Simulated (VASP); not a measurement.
**LiF: single point with PBE**

LiF:

```
Li F
1.0
     3.12450    0.00000    0.00000
    -1.56225    2.70590    0.00000
     0.00000    0.00000    4.90431
Li F
2 2
Direct
  0.33333 0.66667 0.99411
  0.66667 0.33333 0.49411
  0.33333 0.66667 0.38089
  0.66667 0.33333 0.88089
```

```yaml
Program: VASP 6.6.1
Task: single point
Functional: PBE
Potentials_or_basis: VASP PAW PBE potentials, release 64 (Li_sv, F)
Cutoff: 520 eV
k_mesh: 12 × 12 × 6
Occupations: fermi-dirac, width 0.02 eV
Spin: no spin polarisation
```

* Band gap on the k mesh: 7.59 eV

Levels at points of the mesh, in eV from the valence-band top:
```tsv
k point	band 7	band 8	band 9	band 10	band 11	band 12	band 13	band 14
(0.00, 0.00, 0.00)	-0.43	-0.14	-0.14	0.00	7.59	11.80	14.86	18.26
(0.50, 0.00, 0.00)	-0.98	-0.93	-0.51	-0.35	11.03	12.00	14.53	14.75
(0.00, 0.00, 0.50)	-0.29	-0.29	-0.29	-0.29	9.25	9.25	17.27	17.27
(0.50, 0.00, 0.50)	-0.65	-0.65	-0.53	-0.53	11.01	11.01	14.60	14.60
```

Wall time 33 s on 1 thread of Intel(R) Xeon(R) Platinum 8488C (Sapphire Rapids) (shared host), peak memory 0.17 GiB.

 A k mesh can miss the band edges.
